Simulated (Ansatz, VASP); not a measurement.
**KCl: VASP beside Ansatz**

File INCAR:

```
  PREC = Accurate
  ENCUT = 520
  EDIFF = 1E-6
  ISMEAR = -1
  SIGMA = 0.05
  LREAL = False
  LASPH = True
  NELM = 60
  ALGO = Normal
  ISIF = 2
  LWAVE = False
  LCHARG = False
  NBANDS = 15
```

KPOINTS

```
Automatic mesh
0
Gamma
  7 7 7
```

Contents of POSCAR:

```
KCl
1.0
    0.0000000000      3.1878756693      3.1878756693
    3.1878756693      0.0000000000      3.1878756693
    3.1878756693      3.1878756693      0.0000000000
K Cl
1 1
Direct
    0.0000000000      0.0000000000      0.0000000000
    0.5000000000      0.5000000000      0.5000000000
```

The input input.yaml:

```yaml
crystal:
  lattice:
    - [0.0, 3.1878756693, 3.1878756693]
    - [3.1878756693, 0.0, 3.1878756693]
    - [3.1878756693, 3.1878756693, 0.0]
  atoms:
    - { symbol: K, position: [0.0, 0.0, 0.0] }
    - { symbol: Cl, position: [0.5, 0.5, 0.5] }
kpoints:
  mp_grid: { grid: [7, 7, 7] }
scf:
  occupations: { method: fermi_dirac, width: 0.05 }
hamiltonian:
  xc: lda
  pseudopotentials: { kind: all_electron, lapw: { basis_error: 0.001 } }
output:
  forces: true
  stress: true
  eigenvalues: true
```

Change from the starting cell: volume scaled by 1.04.

Alike in both runs: task single point; functional LDA; k mesh 7 × 7 × 7; occupations fermi-dirac, width 0.05 eV; no spin polarisation.

|  | VASP | Ansatz |
| --- | --- | --- |
| version | VASP 6.6.1 | Ansatz 0.2.0 |
| potentials or method | VASP PAW LDA potentials, release 64 (K_sv, Cl), cutoff 520 eV | all-electron LAPW, scalar-relativistic |

|  | VASP | Ansatz | Ansatz less VASP |
| --- | --- | --- | --- |
| gap on the k mesh at the Fermi level (eV) | 4.62 | 4.62 | -0.003 |
| least direct gap on the mesh (eV) | 4.62 | 4.62 | -0.003 |
| pressure (GPa) | -2.4 | -2.4 | -0.02 |

LDA's correlation is that of Perdew and Zunger in VASP and of Perdew and Wang (1992) in Ansatz. Ansatz ran all-electron here, and VASP with PAW potentials.
